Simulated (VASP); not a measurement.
# TiO2 in VASP: further runs, part 2 of 2

VASP 6.6.1.

### 3 Single point, r2SCAN

The input, POSCAR:

```
TiO2
1.0
    2.7060340000     -2.7066550000      0.0000000000
    2.7060340000      2.7066550000      0.0000000000
   -2.6335310000      0.0000000000      4.7966370000
Ti O
2 4
Direct
    0.1341100000      0.8658900000      0.2500000000
    0.8658900000      0.1341100000      0.7500000000
    0.3312210000      0.0887550000      0.6671490000
    0.6687790000      0.9112450000      0.3328510000
    0.9112450000      0.6687790000      0.8328510000
    0.0887550000      0.3312210000      0.1671490000
```

The input, INCAR.step1:

```
  PREC = Accurate
  ENCUT = 520
  ISMEAR = 1
  SIGMA = 0.25
  LREAL = F
  LASPH = T
  NELM = 60
  NBANDS = 33
  GGA = PE
  ALGO = Normal
  EDIFF = 1E-4
  LWAVE = T
  LCHARG = F
```

The input, INCAR.step2:

```
  PREC = Accurate
  ENCUT = 520
  EDIFF = 1E-7
  ISMEAR = 1
  SIGMA = 0.25
  LREAL = F
  LASPH = T
  NELM = 60
  ALGO = Normal
  ISIF = 2
  LWAVE = F
  LCHARG = F
  METAGGA = R2SCAN
  LMIXTAU = T
  NBANDS = 33
  ISTART = 1
```

The input, KPOINTS:

```
Automatic mesh
0
Gamma
  8 8 6
```

Potentials or basis: VASP PAW PBE potentials, release 64 (Ti_sv, O).

Started as:

```bash
> cat potpaw_PBE.64/Ti_sv/POTCAR potpaw_PBE.64/O/POTCAR > POTCAR
> cp INCAR.step1 INCAR
> mpirun -np 1 vasp_std > vasp.out
> cp INCAR.step2 INCAR
> mpirun -np 1 vasp_std > vasp.out
```

OUTCAR:

```text
PREC = Accurate
   ENCUT = 520
   EDIFF = 1E-7
   ISMEAR = 1
   LREAL = F
   LASPH = T
   NELM = 60
   ISIF = 2
   METAGGA = R2SCAN
   ISTART = 1

 ion  position               nearest neighbor table
   1  0.134  0.866  0.250-   4 1.93   6 1.93   6 1.98   4 1.98   3 2.00   5 2.00
   2  0.866  0.134  0.750-   5 1.93   3 1.93   5 1.98   3 1.98   6 2.00   4 2.00
   3  0.331  0.089  0.667-   2 1.93   2 1.98   1 2.00
   4  0.669  0.911  0.333-   1 1.93   1 1.98   2 2.00
   5  0.911  0.669  0.833-   2 1.93   2 1.98   1 2.00
   6  0.089  0.331  0.167-   1 1.93   1 1.98   2 2.00

  LATTYP: Found a base centered monoclinic cell.
 ALAT       =     5.4120680000
 B/A-ratio  =     1.0002294871
 C/A-ratio  =     1.0110809974
 COS(beta)  =    -0.4812705001

  Lattice vectors:

 A1 = (   2.7060340000,  -2.7066550000,   0.0000000000)
 A2 = (   2.7060340000,   2.7066550000,   0.0000000000)
 A3 = (  -2.6335310000,   0.0000000000,   4.7966370000)

Analysis of symmetry for initial positions (statically):
=====================================================================
 Subroutine PRICEL returns:
 Original cell was already a primitive cell.

 Routine SETGRP: Setting up the symmetry group for a
 base centered monoclinic supercell.

 Subroutine GETGRP returns: Found  4 space group operations
 (whereof  2 operations were pure point group operations)
 out of a pool of  4 trial point group operations.

The static configuration has the point symmetry S_2 .
 The point group associated with its full space group is C_2h.

Analysis of symmetry for dynamics (positions and initial velocities):
=====================================================================
 Subroutine PRICEL returns:
 Original cell was already a primitive cell.

 Routine SETGRP: Setting up the symmetry group for a
 base centered monoclinic supercell.

 Subroutine GETGRP returns: Found  4 space group operations
 (whereof  2 operations were pure point group operations)
 out of a pool of  4 trial point group operations.

The dynamic configuration has the point symmetry S_2 .
 The point group associated with its full space group is C_2h.

 Subroutine INISYM returns: Found  4 space group operations
 (whereof  2 operations are pure point group operations),
 and found     1 'primitive' translations

----------------------------------------------------------------------------------------

                                     Primitive cell

  volume of cell :      70.2640

  direct lattice vectors                    reciprocal lattice vectors
     2.706034000 -2.706655000  0.000000000     0.184772253 -0.184729860  0.101446796
     2.706034000  2.706655000  0.000000000     0.184772253  0.184729860  0.101446796
    -2.633531000  0.000000000  4.796637000     0.000000000  0.000000000  0.208479399

  length of vectors
     3.827349122  3.827349122  5.472039111     0.280280858  0.280280858  0.208479399

  position of ions in fractional coordinates (direct lattice)
     0.134110000  0.865890000  0.250000000
     0.865890000  0.134110000  0.750000000
     0.331221000  0.088755000  0.667149000
     0.668779000  0.911245000  0.332851000
     0.911245000  0.668779000  0.832851000
     0.088755000  0.331221000  0.167149000

  ion indices of the primitive-cell ions
[... 27 lines left out ...]
     0.000000000  0.000000000  0.000000000

 Subroutine IBZKPT returns following result:
 ===========================================

 Found    114 irreducible k-points:

 Following reciprocal coordinates:
            Coordinates               Weight
  0.000000  0.000000  0.000000      1.000000
  0.125000  0.000000  0.000000      4.000000
  0.250000  0.000000  0.000000      4.000000
  0.375000  0.000000  0.000000      4.000000
  0.500000  0.000000  0.000000      2.000000
  0.125000  0.125000  0.000000      2.000000
[... 16 lines left out ...]
  0.125000  0.000000  0.166667      4.000000
  0.250000  0.000000  0.166667      4.000000
 [... further k-points ...]
   k-points           NKPTS =    114   k-points in BZ     NKDIM =    114   number of bands    NBANDS=     33
   number of dos      NEDOS =    301   number of ions     NIONS =      6
   total plane-waves  NPLWV =  32928
   dimension x,y,z NGX =    28 NGY =   28 NGZ =   42
   dimension x,y,z NGXF=    56 NGYF=   56 NGZF=   84
   ions per type =               2   4
   NGX,Y,Z   is equivalent  to a cutoff of  12.16, 12.16, 12.76 a.u.
   NGXF,Y,Z  is equivalent  to a cutoff of  24.32, 24.32, 25.52 a.u.
 SYSTEM =  unknown system
   PREC   = accura    normal or accurate (medium, high low for compatibility)
   ISTART =      1    job   : 0-new  1-cont  2-samecut
   ICHARG =      0    charge: 1-file 2-atom 10-const
   ISPIN  =      1    spin polarized calculation?
   LNONCOLLINEAR =      F non collinear calculations
   LSORBIT =      F    spin-orbit coupling
   LASPH  =      T    aspherical Exc in radial PAW
   ENCUT  =  520.0 eV  38.22 Ry    6.18 a.u.   7.12  7.12 10.17*2*pi/ulx,y,z
   NELM   =     60;   NELMIN=  2; NELMDL=  0     # of ELM steps
   EDIFF  = 0.1E-06   stopping-criterion for ELM
   LREAL  =      F    real-space projection
   EDIFFG = 0.1E-05   stopping-criterion for IOM
   NSW    =      0    number of steps for IOM
   IBRION =     -1    ionic relax: 0-MD 1-quasi-New 2-CG
   NFREE  =      0    steps in history (QN), initial steepest desc. (CG)
   ISIF   =      2    stress and relaxation
   ISYM   =      2    0-nonsym 1-usesym 2-fastsym
   POTIM  = 0.5000    time-step for ionic-motion
   TEBEG  =    0.0;   TEEND  =   0.0 temperature during run
   PSTRESS=    0.0 pullay stress
   NELECT =      48.0000    total number of electrons
   NUPDOWN=      -1.0000    fix difference up-down
   EMIN   =  10.00;   EMAX   =-10.00  energy-range for DOS
   EFERMI =   0.00;   METHOD = LEGACY
   ISMEAR =     1;   SIGMA  =   0.25  broadening in eV -4-tet -1-fermi 0-gaus
   EFERMI_NEDOS =   21; number of points for ismear=-14 and -15
   IALGO  =     38    algorithm
   IMIX   =      4    mixing-type and parameters
     AMIX     =   0.40;   BMIX     =  1.00
     AMIX_MAG =   1.60;   BMIX_MAG =  1.00
  volume/ion in A,a.u.               =      11.71        79.03
  Fermi-wavevector in a.u.,A,eV,Ry     =   1.441820  2.724644 28.284385  2.078844
  Thomas-Fermi vector in A             =   2.560409
   LORBIT       =      0    0 simple, 1 ext, 2 COOP (PROOUT), +10 PAW based schemes
   METAGGA = R2SCAN    functional components
   LHFCALC =     F    Hartree Fock is set to
   AEXX    =    0.0000 exact exchange contribution
   IVDW    =     0    specifies the selected vdW correction
   LEPSILON=     F    determine dielectric tensor
   LRPA    =     F    only Hartree local field effects (RPA)
 non-spin polarized calculation
 Methfessel and Paxton  Order N= 1 SIGMA  =   0.25
  energy-cutoff  :      520.00
  volume of cell :       70.26
 maximum number of plane-waves:      1908
   NGX = 15   NGY = 15   NGZ = 21

 number of electron      47.9999994 magnetization

 Free energy of the ion-electron system (eV)
  ---------------------------------------------------
  ext. energy  EPLUGINS =         0.00000000
  ---------------------------------------------------
  free energy    TOTEN  =       -69.82132976 eV

  energy without entropy =      -69.83469336  energy(sigma->0) =      -69.82578430

 E-fermi :   2.8231     XC(G=0): -11.3027

 val. band max:        2.7624466238   @ k =   0.5000   0.5000   0.0000
 cond. band min:       5.2262527200   @ k =   0.0000   0.0000   0.0000
 fundamental gap:      2.4638060963
 Fermi energy:         2.8231314251

 k-point     1 :       0.0000    0.0000    0.0000
  band No.  band energies     occupation
      1     -55.9491      2.00000
      2     -55.8957      2.00000
      3     -31.3261      2.00000
      4     -31.1005      2.00000
      5     -31.1001      2.00000
      6     -31.0395      2.00000
[... 853 lines left out ...]
     32       8.7470      0.00000
     33       8.9694      0.00000

 [... further k-points ...]
[... 5 lines left out ...]
  --------------------------------------------------------------------------------------
  -------------------------------------------------------------------------------------
  Total       -2.3076114     -2.3256243     -2.2974688      0.0000000      0.0000000     -0.0939976
  in kB      -52.6187165    -53.0294509    -52.3874433      0.0000000      0.0000000     -2.1433553
  external PRESSURE =     -52.6785369 kB  Pullay stress =       0.0000000 kB

 VOLUME and BASIS-vectors are now :
 -----------------------------------------------------------------------------
  energy-cutoff  :      520.00
  volume of cell :       70.26
      direct lattice vectors                 reciprocal lattice vectors
     2.706034000 -2.706655000  0.000000000     0.184772253 -0.184729860  0.101446796
     2.706034000  2.706655000  0.000000000     0.184772253  0.184729860  0.101446796
    -2.633531000  0.000000000  4.796637000     0.000000000  0.000000000  0.208479399

 POSITION                                       TOTAL-FORCE (eV/Angst)
 -----------------------------------------------------------------------------------
      2.04765      1.98068      1.19916         0.000000      0.091605     -0.000000
      0.73089     -1.98068      3.59748         0.000000     -0.091605     -0.000000
     -0.62049     -0.65627      3.20007        -0.003046     -0.031645     -0.185615
      3.39903      0.65627      1.59657         0.003046      0.031645      0.185615
      2.08226     -0.65627      3.99488         0.003046     -0.031645      0.185615
      0.69628      0.65627      0.80175        -0.003046      0.031645     -0.185615
 -----------------------------------------------------------------------------------
    total drift:                               -0.000000      0.000000     -0.000000

  FREE ENERGIE OF THE ION-ELECTRON SYSTEM (eV)
  ---------------------------------------------------
  free  energy   TOTEN  =       -69.8213297630 eV

  energy  without entropy=      -69.8346933612  energy(sigma->0) =      -69.82578430
```

Wall time 7.2 min (1 thread of Intel Xeon 6975P-C (Granite Rapids), shared host); peak memory 0.33 GiB.

What came out:

| Item | Value |
| --- | --- |
| Free energy | -69.8213 eV |
| Pressure | -5.3 GPa |
| Largest force | 0.188 eV/Å |
| Band gap on the k mesh | 2.46 eV (least direct gap 2.82 eV) |

Forces on the atoms (eV/Å):
```
Ti   0.000  0.092  0.000
Ti   0.000 -0.092  0.000
O   -0.003 -0.032 -0.186
O    0.003  0.032  0.186
O    0.003 -0.032  0.186
O   -0.003  0.032 -0.186
```

Stress tensor (GPa, compression positive):
```
-5.26  0.00 -0.21
 0.00 -5.30  0.00
-0.21  0.00 -5.24
```

Caveat: the cell stands under tension; so wide a smearing shifts energies and pressures; the PAW data sets were made with another functional, which shifts forces and pressure a little. A k mesh can miss the band edges.

### 4 Single point, r2SCAN

POSCAR is that of step 3.

The input, INCAR.step1:

```
PREC = Accurate
ENCUT = 520
ISMEAR = 1
SIGMA = 0.5
LREAL = F
LASPH = T
NELM = 100
NBANDS = 33
GGA = PE
ALGO = Normal
EDIFF = 1E-4
LWAVE = T
LCHARG = F
```

The input, INCAR.step2:

```
PREC = Accurate
ENCUT = 520
EDIFF = 1E-6
ISMEAR = 1
SIGMA = 0.5
LREAL = F
LASPH = T
NELM = 100
ALGO = Normal
ISIF = 2
LWAVE = F
LCHARG = F
METAGGA = R2SCAN
LMIXTAU = T
NBANDS = 33
ISTART = 1
```

KPOINTS is that of step 3.

Started as:

```bash
> cat potpaw_PBE.64/Ti_sv/POTCAR potpaw_PBE.64/O/POTCAR > POTCAR
> cp INCAR.step1 INCAR
> mpirun -np 1 vasp_std > vasp.out
> cp INCAR.step2 INCAR
> mpirun -np 1 vasp_std > vasp.out
```

It took 6.5 min on 1 thread of Intel Xeon 6975P-C (Granite Rapids), shared host; peak memory 0.33 GiB.

The run converged. Its results:

| Item | Value |
| --- | --- |
| Free energy | -69.7966 eV |
| Pressure | -5.3 GPa |
| Largest force | 0.157 eV/Å |
| Band gap on the k mesh | 2.47 eV (least direct gap 2.83 eV) |

Forces on the atoms (eV/Å):
```
Ti   0.000  0.084  0.000
Ti   0.000 -0.084  0.000
O    0.000 -0.034 -0.153
O    0.000  0.034  0.153
O    0.000 -0.034  0.153
O    0.000  0.034 -0.153
```

Stress tensor (GPa, compression positive):
```
-5.39  0.00 -0.20
 0.00 -5.43  0.00
-0.20  0.00 -5.06
```

Levels at points of the mesh, in eV from the valence-band top:
```
           k point  band 22  band 23  band 24  band 25  band 26  band 27
(0.00, 0.00, 0.00)    -0.76    -0.46    -0.46     2.47     3.18     4.21
(0.50, 0.00, 0.00)    -0.93    -0.91    -0.65     3.61     3.76     3.76
(0.50, 0.50, 0.00)    -1.89    -0.02     0.00     3.62     3.66     3.90
(0.00, 0.00, 0.50)    -1.29    -0.14    -0.14     2.81     2.81     4.05
(0.50, 0.00, 0.50)    -0.91    -0.91    -0.66     3.47     3.84     3.88
(0.50, 0.50, 0.50)    -2.04    -0.02    -0.02     3.64     3.64     4.08
```

Caveat: the cell stands under tension; so wide a smearing shifts energies and pressures; the PAW data sets were made with another functional, which shifts forces and pressure a little.

### 5 Single point, r2SCAN

This run uses another cell than the first one, of 11.40 Å³/atom.

The input, POSCAR:

```
TiO2
1.0
    2.6711593144     -2.6712562612     -0.0201598552
    2.6712112374      2.6713081723     -0.0202143969
   -2.6353990920     -0.0000735886      4.8126433650
Ti O
2 4
Direct
    0.1396514045      0.8736896149      0.2621647850
    0.8898592642      0.1235062365      0.7621669889
    0.3469988864      0.0808489526      0.6766610423
    0.6825283002      0.9163929976      0.3477193650
    0.9325061922      0.6663832361      0.8477304320
    0.0970228139      0.3308718710      0.1766593749
```

The input, INCAR.step1:

```
SYSTEM = TiO2
ALGO = Normal
EDIFF = 1E-4
ENCUT = 520
GGA = PE
ISMEAR = 0
LASPH = .True.
LCHARG = .False.
LREAL = .False.
LWAVE = .True.
NBANDS = 33
NELM = 100
PREC = Accurate
SIGMA = 0.02
```

The input, INCAR.step2:

```
SYSTEM = TiO2
ALGO = Normal
EDIFF = 1E-6
ENCUT = 520
ISIF = 2
ISMEAR = 0
ISTART = 1
LASPH = .True.
LCHARG = .False.
LMIXTAU = .True.
LREAL = .False.
LWAVE = .False.
METAGGA = R2SCAN
NBANDS = 33
NELM = 100
PREC = Accurate
SIGMA = 0.02
```

The input, KPOINTS:

```
k-points
0
Gamma
  6 6 4
  0 0 0
```

Started as:

```bash
> cat potpaw_PBE.64/Ti_sv/POTCAR potpaw_PBE.64/O/POTCAR > POTCAR
> cp INCAR.step1 INCAR
> mpirun -np 1 vasp_std > vasp.out
> cp INCAR.step2 INCAR
> mpirun -np 1 vasp_std > vasp.out
```

It took 12 min on 1 thread of Oxide Virtual Turin-like, shared host; peak memory 0.23 GiB.

Results (log left out):

```
Free energy            : -69.8583 eV
Pressure               : 1.2 GPa
Largest force          : 0.030 eV/Å
Band gap on the k mesh : 2.60 eV (least direct gap 2.90 eV)
```

Forces on the atoms (eV/Å):
```
Ti   0.000 -0.002  0.001
Ti   0.000  0.003  0.001
O    0.001 -0.001  0.029
O   -0.001  0.001 -0.029
O    0.000  0.000 -0.030
O    0.000  0.000  0.029
```

Stress tensor (GPa, compression positive):
```
 1.28 -0.01  0.00
-0.01  1.28  0.00
 0.00  0.00  1.11
```

Levels at points of the mesh, in eV from the valence-band top:
| k point | band 22 | band 23 | band 24 | band 25 | band 26 | band 27 |
| --- | --- | --- | --- | --- | --- | --- |
| (0.00, 0.00, 0.00) | -0.75 | -0.43 | -0.43 | 2.60 | 3.32 | 4.51 |
| (0.50, 0.00, 0.00) | -0.91 | -0.83 | -0.64 | 3.72 | 4.00 | 4.05 |
| (0.00, 0.50, 0.00) | -0.91 | -0.83 | -0.64 | 3.72 | 4.00 | 4.05 |
| (0.50, 0.50, 0.00) | -2.03 | 0.00 | 0.00 | 3.78 | 3.78 | 4.25 |
| (0.00, 0.00, 0.50) | -1.25 | -0.08 | -0.08 | 2.95 | 2.95 | 4.27 |
| (0.50, 0.00, 0.50) | -0.91 | -0.83 | -0.64 | 3.73 | 4.00 | 4.05 |
| (0.00, 0.50, 0.50) | -0.91 | -0.83 | -0.64 | 3.73 | 4.00 | 4.05 |
| (0.50, 0.50, 0.50) | -2.04 | 0.00 | 0.00 | 3.78 | 3.78 | 4.25 |

Caveat: the PAW data sets were made with another functional, which shifts forces and pressure a little.

### 6 The runs side by side

```tsv
cell	k mesh	smearing	gap on the mesh (eV)	pressure (GPa)	largest force (eV/Å)
a = 3.827, b = 3.827, c = 5.472 Å, angles 109.9, 109.9, 90.0°, 6 atoms, atomic positions A	8 × 8 × 6	gaussian 0.01 eV	2.46	-5.2	0.20
a = 3.827, b = 3.827, c = 5.472 Å, angles 109.9, 109.9, 90.0°, 6 atoms, atomic positions A	8 × 8 × 6	methfessel-paxton 0.25 eV	2.46	-5.3	0.19
a = 3.827, b = 3.827, c = 5.472 Å, angles 109.9, 109.9, 90.0°, 6 atoms, atomic positions A	8 × 8 × 6	methfessel-paxton 0.5 eV	2.47	-5.3	0.16
a = 3.778, b = 3.778, c = 5.487 Å, angles 110.1, 110.1, 90.0°, 6 atoms, atomic positions B	6 × 6 × 4	gaussian 0.02 eV	2.60	1.2	0.03
```

Alike in all rows: task single point; level r2SCAN; potentials or basis VASP PAW PBE potentials, release 64 (Ti_sv, O); no spin polarisation; cutoff (eV) 520.

Caveats: the PAW data sets were made with another functional, which shifts forces and pressure a little; the cell stands under tension (at least some runs); so wide a smearing shifts energies and pressures (at least some runs).

Total energies depend on the potentials used, so only differences within one code and one set of settings carry meaning.
